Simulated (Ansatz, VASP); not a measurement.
**HfO2 in VASP and in Ansatz**

INCAR

```
PREC = Accurate ; ENCUT = 520
EDIFF = 1E-7 ; ISMEAR = 0
SIGMA = 0.05 ; LREAL = False
LASPH = True ; NELM = 100
ALGO = Normal ; ISIF = 2
LWAVE = False ; LCHARG = False
GGA = PE ; NBANDS = 18
```

Contents of KPOINTS:

```
Automatic mesh
0
Gamma
  8 8 8
```

Contents of POSCAR:

```
HfO2
1.0
   -0.2061750416      2.5162066697      2.5162066697
    2.5162066697     -0.2061750416      2.5162066697
    2.5162066697      2.5162066697     -0.2061750416
Hf O
1 2
Direct
    0.0000000000      0.0000000000      0.0000000000
    0.2500000000      0.2500000000      0.2500000000
    0.7500000000      0.7500000000      0.7500000000
```

Input for Ansatz:

```yaml
crystal:
  lattice:
    - [-0.2061750416, 2.5162066697, 2.5162066697]
    - [2.5162066697, -0.2061750416, 2.5162066697]
    - [2.5162066697, 2.5162066697, -0.2061750416]
  atoms:
    - { symbol: Hf, position: [0.0, 0.0, 0.0] }
    - { symbol: O, position: [0.25, 0.25, 0.25] }
    - { symbol: O, position: [0.75, 0.75, 0.75] }
basis:
  ecutwfc: 520.0
kpoints:
  mp_grid: { grid: [8, 8, 8] }
hamiltonian:
  xc: pbe
  pseudopotentials: { kind: paw, azcp: { folder: soft_1 } }
scf:
  occupations: { method: gaussian, width: 0.05 }
output:
  forces: true
  stress: true
  eigenvalues: true
  write_density: true
  write_potential: true
  elf: true
  volumetric_format: npy
```

Alike in both runs: task single point; functional PBE; k mesh 8 × 8 × 8; occupations gaussian, width 0.05 eV; no spin polarisation.

|  | VASP | Ansatz |
| --- | --- | --- |
| version | VASP 6.6.1 | Ansatz 0.2.0 |
| potentials or method | VASP PAW PBE potentials, release 64 (Hf_pv, O), cutoff 520 eV | scalar-relativistic, plane waves, PAW |
| valence electrons in the cell | 22 | 38 |

|  | VASP | Ansatz | Ansatz less VASP |
| --- | --- | --- | --- |
| gap on the k mesh at the Fermi level (eV) | 3.69 | 3.69 | +0.003 |
| least direct gap on the mesh (eV) | 3.69 | 3.69 | +0.003 |
| pressure (GPa) | -15.0 | -12.1 | +2.95 |
| traceless stress, the component that is largest in VASP (GPa) | 6.51 | 6.89 | +0.382 |
| rms of the force components (eV/Å) | 0.390 | 0.429 | +0.0393 |

Atom by atom the forces differ by 0.039 eV/Å (rms over components). With one functional, cell and mesh, what is left measures potentials, basis and numerics. VASP's potentials hold 22 valence electrons a cell and Ansatz's 38, so a difference there can come from the potentials and not from the codes.

Spin-orbit coupling is off throughout.
